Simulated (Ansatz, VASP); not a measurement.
**ZnAu: VASP beside Ansatz**

```xyz
2
Lattice="3.1867 0.0000 0.0000 0.0000 3.1867 0.0000 0.0000 0.0000 3.1867" Properties=species:S:1:pos:R:3 pbc="T T T"
Zn    1.5933    1.5933    1.5933
Au    0.0000    0.0000    0.0000
```

Alike in both runs: functional PBE; k mesh 14 × 14 × 14; occupations gaussian, width 0.1 eV; no spin polarisation.

Ansatz relaxed the structure, and its values are those at the end. VASP's run is a single point on that final structure, the one shown.

```csv
,VASP,Ansatz
version,VASP 6.6.1,Ansatz 0.2.0
potentials or method,"VASP PAW PBE potentials, release 64 (Zn, Au)","scalar-relativistic, plane waves, PAW"
plane-wave cutoff (eV),520,420
valence electrons in the cell,23,31
```

Ansatz gave:

| Property | Result |
| --- | --- |
| gap on the k mesh at the Fermi level (eV) | none |
| pressure (GPa) | 0.0 |

**Question.** Estimate VASP's values.

**Answer.** gap on the k mesh at the Fermi level (eV): none; pressure (GPa): 0.1.

A gap of «none» marks a metal or a gap that the smearing closes. The functional is the same, so the differences come from potentials, cutoffs and numerics. VASP's potentials hold 23 valence electrons a cell and Ansatz's 31, so a difference there can come from the potentials and not from the codes.

Neither program's run includes spin-orbit coupling.
